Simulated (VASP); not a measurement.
**AlRu: relaxation of cell and atoms with PBE**

The system is AlRu.

```
Al Ru
1.0
     3.00370    0.00000    0.00000
     0.00000    3.00370    0.00000
     0.00000    0.00000    3.00370
Al Ru
1 1
Cartesian
  0.0000 0.0000 0.0000
  1.5019 1.5019 1.5019
```

| Property | Result |
| --- | --- |
| Program | VASP 6.6.1 |
| Task | relaxation of cell and atoms |
| Functional | PBE |
| Potentials or basis | VASP PAW PBE potentials, release 64 (Al, Ru_pv) |
| Cutoff | 600 eV |
| k mesh | 18 × 18 × 18 |
| Occupations | gaussian, width 0.1 eV |
| Spin | no spin polarisation |
| Dipole correction | no |
| Further INCAR settings | ALGO = Normal; EDIFF = 1e-06; IBRION = 2; EDIFFG = -0.01; NSW = 100; ISIF = 3 |

The pressure after relaxing is -0.1 GPa and the band gap on the k mesh is zero (an odd number of electrons rules out a gap without spin polarisation).

Final structure:
```xyz
2
Lattice="3.0037 0.0000 0.0000 0.0000 3.0037 0.0000 0.0000 0.0000 3.0037" Properties=species:S:1:pos:R:3 pbc="T T T"
Al    0.0000    0.0000    0.0000
Ru    1.5019    1.5019    1.5019
```

Levels at points of the mesh, in eV from the Fermi level:
```tsv
k point	band 6	band 7	band 8	band 9	band 10	band 11	band 12
(0.00, 0.00, 0.00)	-3.49	0.18	0.18	0.18	6.03	6.03	6.03
(0.50, 0.00, 0.00)	-2.71	-1.57	-1.57	0.43	2.25	7.46	10.98
(0.50, 0.50, 0.00)	-1.35	-1.35	-1.14	-1.14	1.51	5.24	6.12
(0.50, 0.50, 0.50)	-4.56	1.60	1.60	2.51	4.12	4.12	4.12
```

Wall time 54 s on 1 thread of Intel Xeon 8259CL, on a shared host, peak memory 0.22 GiB.

Caveat: the relaxation stopped at its first step, so nothing moved.
